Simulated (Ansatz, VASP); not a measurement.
# Two plane-wave programs on VN2

```
V N
1.0
    -2.15075    2.15075    2.49135
     2.15075   -2.15075    2.49135
     2.15075    2.15075   -2.49135
V N
2 4
Direct
  0.25000 0.25000 0.00000
  0.75000 0.75000 0.00000
  0.11510 0.61510 0.73020
  0.61510 0.88490 0.50000
  0.88490 0.38490 0.26980
  0.38490 0.11510 0.50000
```

Alike in both runs: task single point; functional PBEsol; k mesh 12 × 12 × 12; occupations fermi-dirac, width 0.02 eV; no spin polarisation.

|  | VASP | Ansatz |
| --- | --- | --- |
| version | VASP 6.6.1 | Ansatz 0.2.0 |
| potentials or method | VASP PAW PBE potentials, release 64 (V_sv, N), cutoff 520 eV | scalar-relativistic, plane waves, PAW |
| valence electrons in the cell | 46 | 46 |

VASP gave:

```
gap on the k mesh at the Fermi level (eV)                     : none
pressure (GPa)                                                : -10.9
traceless stress, the component that is largest in VASP (GPa) : -0.53
rms of the force components (eV/Å)                            : 0.180
```

**Question.** Estimate Ansatz's values.

**Answer.** gap on the k mesh at the Fermi level (eV): none; pressure (GPa): -11.6; traceless stress, the component that is largest in VASP (GPa): -0.26; rms of the force components (eV/Å): 0.218.

VASP's potentials were made for PBE, not for PBEsol. Atom by atom the forces differ by 0.038 eV/Å (rms over components). A gap of «none» marks a metal or a gap that the smearing closes.
